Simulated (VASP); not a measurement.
# SiC (P6_3mc) in VASP: notebook

Runs on SiC. Level: PBE. Tasks: single point.

Everything below comes from runs of VASP 6.6.1. Logs are shortened: lines on timing, memory, paths and dates and some standing lists are left out, and cuts for length are marked.

### 1 The cell of the first run

It takes space group P6_3mc (No. 186, hexagonal). Conventional cell: a = 3.094 Å, b = 3.094 Å, c = 10.129 Å, α = 90.00°, β = 90.00°, γ = 120.00°. Si (site symmetry 3m) has 4 C at 1.90 Å within 2.5 Å. Within 2.5 Å of Si (site symmetry 3m) lie 4 C at 1.89 to 1.90 Å. C (site symmetry 3m) has 4 Si at 1.89 to 1.90 Å within 2.5 Å. C (site symmetry 3m) has 4 Si at 1.90 Å within 2.5 Å.

### 2 Single point, PBE

File INCAR:

```
SYSTEM = SiC
PREC = Accurate ; ENCUT = 600
EDIFF = 1E-6 ; ISMEAR = 0
SIGMA = 0.01 ; LREAL = .FALSE.
LASPH = .TRUE. ; NELM = 120
ALGO = Normal ; ISIF = 2
LWAVE = .FALSE. ; LCHARG = .FALSE.
GGA = PE ; NBANDS = 26
GGA_COMPAT = .FALSE.
```

File KPOINTS:

```
Automatic mesh
0
G
  12 12 4
  0 0 0
```

File POSCAR:

```
SiC
1.0
    3.0941201826     -0.0000000029      0.0000000000
   -1.5470600888      2.6795866819      0.0000000000
    0.0000000000      0.0000000000     10.1293391958
Si C
4 4
Direct
    0.6666666667      0.3333333333      0.9378441882
    0.3333333333      0.6666666667      0.4378441882
    0.0000000000      0.0000000000      0.6878995562
    0.0000000000      0.0000000000      0.1878995562
    0.6666666667      0.3333333333      0.7498074459
    0.3333333333      0.6666666667      0.2498074459
    0.0000000000      0.0000000000      0.5004478097
    0.0000000000      0.0000000000      0.0004478097
```

Potentials or basis: VASP PAW PBE potentials, release 64 (Si, C).

The run is started by

```
$ cat potpaw_PBE.64/Si/POTCAR potpaw_PBE.64/C/POTCAR > POTCAR
$ mpirun -np 1 vasp_std > vasp.out
```

OUTCAR:

```text
SYSTEM = SiC
   PREC = Accurate
   ENCUT = 600
   EDIFF = 1E-6
   ISMEAR = 0
   LREAL = .FALSE.
   LASPH = .TRUE.
   NELM = 120
   ISIF = 2
   GGA = PE

 ion  position               nearest neighbor table
   1  0.667  0.333  0.938-   8 1.90   8 1.90   8 1.90   5 1.90   3 3.10   3 3.10   3 3.10   4 3.10
                             4 3.10   4 3.10
   2  0.333  0.667  0.438-   7 1.90   7 1.90   7 1.90   6 1.90   4 3.10   4 3.10   4 3.10   3 3.10
                             3 3.10   3 3.10
   3  0.000  0.000  0.688-   5 1.89   5 1.89   5 1.89   7 1.90   1 3.10   1 3.10   1 3.10   2 3.10
                             2 3.10   2 3.10
   4  0.000  0.000  0.188-   6 1.89   6 1.89   6 1.89   8 1.90   2 3.10   2 3.10   2 3.10   1 3.10
                             1 3.10   1 3.10
   5  0.667  0.333  0.750-   3 1.89   3 1.89   3 1.89   1 1.90
   6  0.333  0.667  0.250-   4 1.89   4 1.89   4 1.89   2 1.90
   7  0.000  0.000  0.500-   2 1.90   2 1.90   2 1.90   3 1.90
   8  0.000  0.000  0.000-   1 1.90   1 1.90   1 1.90   4 1.90

  LATTYP: Found a hexagonal cell.
 ALAT       =     3.0941201826
 C/A-ratio  =     3.2737381220

  Lattice vectors:

 A1 = (   3.0941201826,  -0.0000000029,   0.0000000000)
 A2 = (  -1.5470600888,   2.6795866819,   0.0000000000)
 A3 = (   0.0000000000,   0.0000000000,  10.1293391958)

Analysis of symmetry for initial positions (statically):
=====================================================================
 Subroutine PRICEL returns:
 Original cell was already a primitive cell.

 Routine SETGRP: Setting up the symmetry group for a
 hexagonal supercell.

 Subroutine GETGRP returns: Found 12 space group operations
 (whereof  6 operations were pure point group operations)
 out of a pool of 24 trial point group operations.

The static configuration has the point symmetry C_3v.
 The point group associated with its full space group is C_6v.

Analysis of symmetry for dynamics (positions and initial velocities):
=====================================================================
 Subroutine PRICEL returns:
 Original cell was already a primitive cell.

 Routine SETGRP: Setting up the symmetry group for a
 hexagonal supercell.

 Subroutine GETGRP returns: Found 12 space group operations
 (whereof  6 operations were pure point group operations)
 out of a pool of 24 trial point group operations.

The dynamic configuration has the point symmetry C_3v.
 The point group associated with its full space group is C_6v.

 Subroutine INISYM returns: Found 12 space group operations
 (whereof  6 operations are pure point group operations),
 and found     1 'primitive' translations

----------------------------------------------------------------------------------------

                                     Primitive cell

  volume of cell :      83.9820

  direct lattice vectors                    reciprocal lattice vectors
     3.094120183 -0.000000003  0.000000000     0.323193652  0.186595941  0.000000000
    -1.547060089  2.679586682  0.000000000     0.000000000  0.373191883  0.000000000
     0.000000000  0.000000000 10.129339196     0.000000000  0.000000000  0.098723123

  length of vectors
     3.094120183  3.094120183 10.129339196     0.373191883  0.373191883  0.098723123

  position of ions in fractional coordinates (direct lattice)
     0.666666667  0.333333333  0.937844188
     0.333333333  0.666666667  0.437844188
     0.000000000  0.000000000  0.687899556
     0.000000000  0.000000000  0.187899556
     0.666666667  0.333333333  0.749807446
     0.333333333  0.666666667  0.249807446
     0.000000000  0.000000000  0.500447810
     0.000000000  0.000000000  0.000447810

  ion indices of the primitive-cell ions
   primitive index   ion index
                 1           1
                 2           2
                 3           3
                 4           4
                 5           5
                 6           6
                 7           7
                 8           8

----------------------------------------------------------------------------------------

 KPOINTS: Automatic mesh

Automatic generation of k-mesh.
 Grid dimensions read from file:
 generate k-points for:   12   12    4

 Generating k-lattice:

  Cartesian coordinates                     Fractional coordinates (reciprocal lattice)
     0.026932804  0.015549662  0.000000000     0.083333333  0.000000000  0.000000000
     0.000000000  0.031099324  0.000000000    -0.000000000  0.083333333  0.000000000
     0.000000000  0.000000000  0.024680781     0.000000000  0.000000000  0.250000000

  Length of vectors
     0.031099324  0.031099324  0.024680781

  Shift w.r.t. Gamma in fractional coordinates (k-lattice)
     0.000000000  0.000000000  0.000000000

 Subroutine IBZKPT returns following result:
 ===========================================

 Found     57 irreducible k-points:

 Following reciprocal coordinates:
            Coordinates               Weight
  0.000000  0.000000  0.000000      1.000000
  0.083333  0.000000  0.000000      6.000000
  0.166667  0.000000  0.000000      6.000000
  0.250000  0.000000  0.000000      6.000000
  0.333333  0.000000  0.000000      6.000000
  0.416667  0.000000  0.000000      6.000000
[... 16 lines left out ...]
  0.250000  0.000000  0.250000     12.000000
  0.333333  0.000000  0.250000     12.000000
 [... further k-points ...]
   k-points           NKPTS =     57   k-points in BZ     NKDIM =     57   number of bands    NBANDS=     26
   number of dos      NEDOS =    301   number of ions     NIONS =      8
   total plane-waves  NPLWV =  65856
   dimension x,y,z NGX =    28 NGY =   28 NGZ =   84
   dimension x,y,z NGXF=    56 NGYF=   56 NGZF=  168
   ions per type =               4   4
   NGX,Y,Z   is equivalent  to a cutoff of  15.04, 15.04, 13.79 a.u.
   NGXF,Y,Z  is equivalent  to a cutoff of  30.09, 30.09, 27.57 a.u.
 SYSTEM =  SiC
   PREC   = accura    normal or accurate (medium, high low for compatibility)
   ISTART =      0    job   : 0-new  1-cont  2-samecut
   ICHARG =      2    charge: 1-file 2-atom 10-const
   ISPIN  =      1    spin polarized calculation?
   LNONCOLLINEAR =      F non collinear calculations
   LSORBIT =      F    spin-orbit coupling
   LASPH  =      T    aspherical Exc in radial PAW
   ENCUT  =  600.0 eV  44.10 Ry    6.64 a.u.   6.18  6.18 20.23*2*pi/ulx,y,z
   NELM   =    120;   NELMIN=  2; NELMDL= -5     # of ELM steps
   EDIFF  = 0.1E-05   stopping-criterion for ELM
   LREAL  =      F    real-space projection
   EDIFFG = 0.1E-04   stopping-criterion for IOM
   NSW    =      0    number of steps for IOM
   IBRION =     -1    ionic relax: 0-MD 1-quasi-New 2-CG
   NFREE  =      0    steps in history (QN), initial steepest desc. (CG)
   ISIF   =      2    stress and relaxation
   ISYM   =      2    0-nonsym 1-usesym 2-fastsym
   POTIM  = 0.5000    time-step for ionic-motion
   TEBEG  =    0.0;   TEEND  =   0.0 temperature during run
   PSTRESS=    0.0 pullay stress
   NELECT =      32.0000    total number of electrons
   NUPDOWN=      -1.0000    fix difference up-down
   EMIN   =  10.00;   EMAX   =-10.00  energy-range for DOS
   EFERMI =   0.00;   METHOD = LEGACY
   ISMEAR =     0;   SIGMA  =   0.01  broadening in eV -4-tet -1-fermi 0-gaus
   EFERMI_NEDOS =   21; number of points for ismear=-14 and -15
   IALGO  =     38    algorithm
   IMIX   =      4    mixing-type and parameters
     AMIX     =   0.40;   BMIX     =  1.00
     AMIX_MAG =   1.60;   BMIX_MAG =  1.00
  volume/ion in A,a.u.               =      10.50        70.84
  Fermi-wavevector in a.u.,A,eV,Ry     =   1.186851  2.242823 19.165368  1.408615
  Thomas-Fermi vector in A             =   2.323015
   LORBIT       =      0    0 simple, 1 ext, 2 COOP (PROOUT), +10 PAW based schemes
   GGA     = PE    functional components
   LHFCALC =     F    Hartree Fock is set to
   AEXX    =    0.0000 exact exchange contribution
   IVDW    =     0    specifies the selected vdW correction
   LEPSILON=     F    determine dielectric tensor
   LRPA    =     F    only Hartree local field effects (RPA)
 non-spin polarized calculation
 Gauss-broadening in eV      SIGMA  =   0.01
  energy-cutoff  :      600.00
  volume of cell :       83.98
 maximum number of plane-waves:      2820
 NGX is ok and might be reduce to    28
   NGX = 13   NGY = 13   NGZ = 41

 number of electron      32.0000000 magnetization

 Free energy of the ion-electron system (eV)
  ---------------------------------------------------
  ext. energy  EPLUGINS =         0.00000000
  ---------------------------------------------------
  free energy    TOTEN  =       -60.25450850 eV

  energy without entropy =      -60.25450850  energy(sigma->0) =      -60.25450850

 E-fermi :   8.1047     XC(G=0): -11.2898

 val. band max:        8.0100679392   @ k =   0.0000   0.0000   0.0000
 cond. band min:      10.2334328549   @ k =   0.5000   0.0000   0.0000
 fundamental gap:      2.2233649156
 Fermi energy:         8.1047094127

 k-point     1 :       0.0000    0.0000    0.0000
  band No.  band energies     occupation
      1      -7.3552      2.00000
      2      -6.1921      2.00000
      3      -6.1563      2.00000
      4      -3.8434      2.00000
      5      -0.5172      2.00000
      6       3.6577      2.00000
[... 18 lines left out ...]
     25      15.2994      0.00000
     26      15.9847      0.00000

 k-point     2 :       0.0833    0.0000    0.0000
  band No.  band energies     occupation
      1      -7.2360      2.00000
      2      -6.0769      2.00000
      3      -6.0406      2.00000
      4      -3.7427      2.00000
      5      -0.4085      2.00000
      6       3.6934      2.00000
[... 18 lines left out ...]
     25      15.3645      0.00000
[... 608 lines left out ...]
     25      16.6637      0.00000
     26      16.8904      0.00000

 k-point    24 :       0.3333    0.0000    0.2500
  band No.  band energies     occupation
      1      -5.4536      2.00000
      2      -4.9013      2.00000
      3      -3.8778      2.00000
      4      -2.7498      2.00000
      5       0.7798      2.00000
      6       1.3086      2.00000
[... 18 lines left out ...]
     25      16.5306      0.00000
     26      17.1548      0.00000

 [... further k-points ...]

------------------------ aborting loop because EDIFF is reached ----------------------------------------

  FORCE on cell =-STRESS in cart. coord.  units (eV):
  Direction    XX          YY          ZZ          XY          YZ          ZX
  --------------------------------------------------------------------------------------
  -------------------------------------------------------------------------------------
  Total       -0.0982186     -0.0982186     -0.0947028      0.0000000      0.0000000     -0.0000000
  in kB       -1.8737790     -1.8737790     -1.8067061      0.0000000      0.0000000     -0.0000000
  external PRESSURE =      -1.8514214 kB  Pullay stress =       0.0000000 kB

 VOLUME and BASIS-vectors are now :
 -----------------------------------------------------------------------------
  energy-cutoff  :      600.00
  volume of cell :       83.98
      direct lattice vectors                 reciprocal lattice vectors
     3.094120183 -0.000000003  0.000000000     0.323193652  0.186595941  0.000000000
    -1.547060089  2.679586682  0.000000000     0.000000000  0.373191883  0.000000000
     0.000000000  0.000000000 10.129339196     0.000000000  0.000000000  0.098723123

 POSITION                                       TOTAL-FORCE (eV/Angst)
 -----------------------------------------------------------------------------------
      1.54706      0.89320      9.49974        -0.000000      0.000000      0.001186
      0.00000      1.78639      4.43507         0.000000      0.000000      0.001186
      0.00000      0.00000      6.96797        -0.000000     -0.000000     -0.001129
      0.00000      0.00000      1.90330        -0.000000      0.000000     -0.001129
      1.54706      0.89320      7.59505         0.000000     -0.000000     -0.000125
      0.00000      1.78639      2.53038        -0.000000      0.000000     -0.000125
      0.00000      0.00000      5.06921         0.000000     -0.000000      0.000068
      0.00000      0.00000      0.00454        -0.000000      0.000000      0.000068
 -----------------------------------------------------------------------------------
    total drift:                                0.000000      0.000000     -0.000903

  FREE ENERGIE OF THE ION-ELECTRON SYSTEM (eV)
  ---------------------------------------------------
  free  energy   TOTEN  =       -60.2545085018 eV

  energy  without entropy=      -60.2545085018  energy(sigma->0) =      -60.25450850
```

Wall time 2.8 min (1 thread of AMD EPYC 7R43 (Zen 3), shared host); peak memory 0.26 GiB.

What came out:

```
Free energy            : -60.2545 eV
Pressure               : -0.2 GPa
Band gap on the k mesh : 2.22 eV (least direct gap 3.34 eV)
```

A k mesh can miss the band edges.

[end of part 1 of 2]
